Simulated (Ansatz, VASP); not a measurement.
MoS2: VASP beside Ansatz

Contents of INCAR:

```
SYSTEM = MoS2
PREC = Accurate
ENCUT = 500
EDIFF = 1E-6
ISMEAR = 0
SIGMA = 0.01
LREAL = .FALSE.
LASPH = .TRUE.
NELM = 120
ALGO = Normal
ISIF = 2
LWAVE = .FALSE.
LCHARG = .FALSE.
NBANDS = 35
GGA_COMPAT = .FALSE.
```

KPOINTS

```
regular mesh
0
G
  6 6 2
  0 0 0
```

File POSCAR:

```
MoS2
1.0
    3.1533901883      0.0000000000      0.0000000000
   -1.5766950942      2.7309160112      0.0000000000
    0.0000000000      0.0000000000     12.0195569994
Mo S
2 4
Direct
    0.3333333333      0.6666666667      0.2500000000
    0.6666666667      0.3333333333      0.7500000000
    0.3333333333      0.6666666667      0.6215838321
    0.6666666667      0.3333333333      0.1215838321
    0.3333333333      0.6666666667      0.8784161679
    0.6666666667      0.3333333333      0.3784161679
```

Input for Ansatz:

```yaml
crystal:
  lattice:
    - [3.15339018834, 0.0, 0.0]
    - [-1.57669509417, 2.73091601115, 0.0]
    - [0.0, 0.0, 12.01955699941]
  atoms:
    - { symbol: Mo, position: [0.333333333333, 0.666666666667, 0.25] }
    - { symbol: Mo, position: [0.666666666667, 0.333333333333, 0.75] }
    - { symbol: S, position: [0.333333333333, 0.666666666667, 0.621583832146] }
    - { symbol: S, position: [0.666666666667, 0.333333333333, 0.121583832146] }
    - { symbol: S, position: [0.333333333333, 0.666666666667, 0.878416167854] }
    - { symbol: S, position: [0.666666666667, 0.333333333333, 0.378416167854] }
kpoints:
  mp_grid: { grid: [6, 6, 2] }
scf:
  occupations: { method: fixed }
  convergence: { dr2_threshold: 1.0e-10 }
hamiltonian:
  xc: lda
  pseudopotentials: { kind: all_electron, lapw: { basis_error: 0.0005 } }
output:
  forces: true
  stress: true
  eigenstates:
    kpoints:
      - [0.0, 0.0, 0.0]
      - [-0.358827612, 0.179413805, 3.0e-09]
      - [-0.179413807, -0.179413805, 3.0e-09]
      - [-0.179413807, 0.358827612, 3.0e-09]
      - [0.0, 0.0, -0.5]
      - [-0.5, 0.0, 0.0]
      - [-0.5, 0.5, 0.0]
      - [0.0, -0.5, 0.0]
      - [-0.5, 0.0, -0.5]
      - [-0.5, 0.5, -0.5]
      - [0.0, -0.5, -0.5]
  eigenvalues: true
```

Change from the starting cell: film at in-plane strain +0.01.

Alike in both runs: task single point; functional LDA; k mesh 6 × 6 × 2; no spin polarisation.

|  | VASP | Ansatz |
| --- | --- | --- |
| version | VASP 6.6.1 | Ansatz 0.2.0 |
| potentials or method | VASP PAW LDA potentials, release 64 (Mo_sv, S), cutoff 500 eV | all-electron LAPW, scalar-relativistic |
| occupations | gaussian, width 0.01 eV | fixed |

|  | VASP | Ansatz | Ansatz less VASP |
| --- | --- | --- | --- |
| gap on the k mesh at the Fermi level (eV) | 0.71 | 0.70 | -0.007 |
| pressure (GPa) | -1.8 | -1.9 | -0.04 |
| traceless stress, the component that is largest in VASP (GPa) | 1.90 | 1.93 | +0.033 |
| rms of the force components (eV/Å) | 0.007 | 0.002 | -0.0052 |

LDA's correlation is that of Perdew and Zunger in VASP and of Perdew and Wang (1992) in Ansatz. Atom by atom the forces differ by 0.005 eV/Å (rms over components). Ansatz ran all-electron here, and VASP with PAW potentials.
